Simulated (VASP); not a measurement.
A run of VASP 6.6.1 is set up as follows.

INCAR

```
ALGO = Normal
EDIFF = 1E-6
ENCUT = 520
GGA = PE
ISIF = 2
ISMEAR = -1
LASPH = T
LCHARG = F
LREAL = F
LWAVE = F
NBANDS = 26
NELM = 100
PREC = Accurate
SIGMA = 0.02
```

Contents of KPOINTS:

```
k-points
0
Gamma
  6 6 4
```

POSCAR

```
HgTe
1.0
    4.6426044390      0.0000000000      0.0000000000
   -2.3213022195      4.0206133839      0.0000000000
    0.0000000000      0.0000000000      7.6245015914
Hg Te
2 2
Direct
    0.3333333333      0.6666666667      0.0004981612
    0.6666666667      0.3333333333      0.5004981612
    0.3333333333      0.6666666667      0.3745018388
    0.6666666667      0.3333333333      0.8745018388
```

Potentials or basis: VASP PAW PBE potentials, release 64 (Hg, Te).

Run with:

```console
$ cat potpaw_PBE.64/Hg/POTCAR potpaw_PBE.64/Te/POTCAR > POTCAR
$ mpirun -np 1 vasp_std > vasp.out
```

What does it give for the pressure?

1.4 GPa.

Predict the band gap on the k mesh.

zero (filled and empty bands touch).

Caveat: semilocal functionals underestimate gaps, so a narrow gap can read as zero; spin-orbit coupling is left out, which moves the levels of the heavy elements.
